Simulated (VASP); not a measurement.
Here is a VASP 6.6.1 calculation.

INCAR

```
SYSTEM = AlSi5
PREC = Accurate
ENCUT = 520
EDIFF = 1E-6
ISMEAR = 0
SIGMA = 0.1
LREAL = .False.
LASPH = .True.
NELM = 80
ALGO = Normal
ISIF = 2
LWAVE = .False.
LCHARG = .False.
GGA = PE
NBANDS = 35
```

The input KPOINTS:

```
Automatic mesh
0
Gamma
  4 4 2
  0 0 0
```

Contents of POSCAR:

```
AlSi5
1.0
    4.6365045000      0.0000000000      0.0000000000
   -0.0130140839      4.7388915060      0.0000000000
   -0.0728681151     -0.5064749394      8.2586596199
Al Si
2 10
Direct
    0.0363561081      0.4584782741      0.0250859118
    0.5352357899      0.5351569554      0.4990891424
    0.9541171882      0.4821763901      0.7062979875
    0.5532506124      0.5032167694      0.1828098433
    0.4563214854      0.5374288062      0.8180916930
    0.0477086645      0.4786727790      0.3478720454
    0.4922226536      0.0221737205      0.9906785102
    0.9997617113      0.9921750181      0.4774376218
    0.9491716384      0.9930295747      0.8097309981
    0.0163168952      0.9542021465      0.1625627393
    0.4406920221      0.0266706991      0.6718877956
    0.5188452309      0.0166188671      0.3084557118
```

Potentials or basis: VASP PAW PBE potentials, release 64 (Al, Si).

Run with:

```console
$ cat potpaw_PBE.64/Al/POTCAR potpaw_PBE.64/Si/POTCAR > POTCAR
$ mpirun -np 1 vasp_std > vasp.out
```

Task: Estimate the largest force.

Result: 0.436 eV/Å.

Task: What does it give for the band gap on the k mesh?

Result: Zero (band 23 reaches 11.01 eV, above the bottom of band 24 at 8.35 eV).

Task: Predict the pressure.

Result: 0.9 GPa.

Forces in eV/Å, atoms in the order of the input:
```
Al  -0.028 -0.258 -0.128
Al  -0.102 -0.023  0.179
Si   0.194 -0.004 -0.010
Si  -0.208 -0.079 -0.079
Si   0.131  0.016  0.300
Si  -0.128  0.003  0.284
Si  -0.057  0.061 -0.177
Si   0.007  0.038 -0.102
Si  -0.115  0.054  0.178
Si   0.017  0.352 -0.178
Si   0.198  0.001 -0.388
Si   0.089 -0.161  0.121
```

Caveat: the k points lie up to 0.38 Å⁻¹ apart.
